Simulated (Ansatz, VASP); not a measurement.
**Zn: VASP beside Ansatz**

The input POSCAR:

```
Zn
1.0
   -1.5690370000      1.5690370000      1.5690370000
    1.5690370000     -1.5690370000      1.5690370000
    1.5690370000      1.5690370000     -1.5690370000
Zn
1
Direct
    0.0000000000      0.0000000000      0.0000000000
```

INCAR.step1

```
PREC = Accurate
ENCUT = 600
EDIFF = 1E-5
ISMEAR = -1
SIGMA = 0.05
LREAL = F
LASPH = T
NELM = 100
ALGO = Normal
LWAVE = T
LCHARG = F
GGA = PE
NBANDS = 12
```

The input INCAR.step2:

```
PREC = Accurate
ENCUT = 600
EDIFF = 1E-7
ISMEAR = -1
SIGMA = 0.05
LREAL = F
LASPH = T
NELM = 100
ALGO = Normal
ISIF = 3
LWAVE = F
LCHARG = F
GGA = PS
LHFCALC = T
AEXX = 0.25
PRECFOCK = Normal
IBRION = 2
NSW = 60
EDIFFG = -0.01
ISTART = 1
```

Contents of KPOINTS:

```
Automatic mesh
0
Gamma
  6 6 6
```

File input:

```
crystal:
  lattice:
    - [-1.569037, 1.569037, 1.569037]
    - [1.569037, -1.569037, 1.569037]
    - [1.569037, 1.569037, -1.569037]
  atoms:
    - { symbol: Zn, position: [0.0, 0.0, 0.0] }
hamiltonian:
  xc: { exchange: pbesol, correlation: pbesol, exx: { coeff: 0.25 } }
  pseudopotentials: { kind: paw }
kpoints:
  mp_grid: { grid: [6, 6, 6] }
scf:
  occupations: { method: fermi_dirac, width: 0.05 }
output:
  forces: true
  stress: true
  eigenvalues: true
relax:
  f_tol: 0.01
  max_steps: 40
  cell: { stress_tol: 0.05 }
```

Alike in both runs: task relaxation of cell and atoms; functional PBEsol-based global hybrid with a share of 0.25 of exact exchange; k mesh 6 × 6 × 6; occupations fermi-dirac, width 0.05 eV; no spin polarisation.

```csv
,VASP,Ansatz
version,VASP 6.6.1,Ansatz 0.2.0
potentials or method,"VASP PAW PBE potentials, release 64 (Zn)",Ansatz PAW
plane-wave cutoff (eV),600,420
valence electrons in the cell,12,12
```

Ansatz gave:

| Quantity | Value |
| --- | --- |
| gap on the k mesh at the Fermi level, each at its own relaxed structure (eV) | none |
| relaxed volume (Å³/atom) | 14.76 |
| relaxed length of the cell vector where the two differ most in proportion (Å) | 2.677 |

**Question.** What did VASP give for the same quantities?

**Answer.** gap on the k mesh at the Fermi level, each at its own relaxed structure (eV): none; relaxed volume (Å³/atom): 14.75; relaxed length of the cell vector where the two differ most in proportion (Å): 2.676.

VASP's potentials were made for PBE, not for PBEsol-based global hybrid. A gap of «none» marks a metal or a gap that the smearing closes.

The k mesh is coarse, so the values compare programs but aren't converged. Noted on Ansatz's run: the plane-wave basis is chosen anew once the cell has moved, so the energies of steps on either side of that aren't comparable.
